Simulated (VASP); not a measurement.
Here is a VASP 6.6.1 calculation.

INCAR

```
SYSTEM = HC6
  PREC = Accurate
  ENCUT = 520
  EDIFF = 1E-6
  ISMEAR = 0
  SIGMA = 0.1
  LREAL = .False.
  LASPH = .True.
  NELM = 100
  ALGO = Normal
  ISIF = 2
  LWAVE = .False.
  LCHARG = .False.
  LDIPOL = .True.
  IDIPOL = 3
  DIPOL = 0.5 0.5 0.301
  NBANDS = 38
```

KPOINTS

```
regular mesh
0
Gamma
  6 3 1
  0 0 0
```

The input POSCAR:

```
HC6
1.0
    4.8895256614      0.0000000000      0.0000000000
   -1.2223814153      8.7849592876      0.0000000000
    0.0000000000      0.0000000000     22.7474729025
C H
12 2
Direct
    0.0193612757      0.0774451030      0.1758437088
    0.5193612758      0.0774451030      0.1758437088
    0.2742015947      0.0968063788      0.2059542860
    0.7742015947      0.0968063788      0.2059542860
    0.2838822326      0.1355289303      0.2661754406
    0.7838822326      0.1355289303      0.2661754406
    0.0386279421      0.1545151615      0.2955067254
    0.5386279421      0.1545151615      0.2955067254
    0.0488684834      0.1954807970      0.3583587359
    0.5488684834      0.1954807970      0.3583587359
    0.3031723044      0.2126952264      0.3845470194
    0.8031723044      0.2126952264      0.3845470194
    0.0488684834      0.0460940537      0.4183969333
    0.0488684834      0.3448675403      0.4183969333
```

Potentials or basis: VASP PAW LDA potentials, release 64 (C, H).

The run is started by

```bash
$ cat potpaw_LDA.64/C/POTCAR potpaw_LDA.64/H/POTCAR > POTCAR
$ mpirun -np 1 vasp_std > vasp.out
```

Q: What does it give for the largest force?

A: 4.511 eV/Å.

Q: Estimate the band gap on the k mesh.

A: 0.04 eV.

Forces on the atoms (eV/Å):
```
C    0.052  0.502  2.102
C   -0.007  0.592  1.985
C    0.051 -0.821 -3.387
C   -0.100 -1.022 -3.594
C    0.159  0.193  1.132
C   -0.122  0.388  1.238
C    0.001  0.315  0.605
C   -0.045  0.008  0.356
C   -0.233 -1.975 -4.049
C    0.332 -0.319 -1.260
C   -0.628 -0.576  2.783
C    1.030  2.896  2.464
H    1.347  1.727 -0.289
H   -1.838 -1.908 -0.086
```

Caveat: the smearing spreads over this small gap.
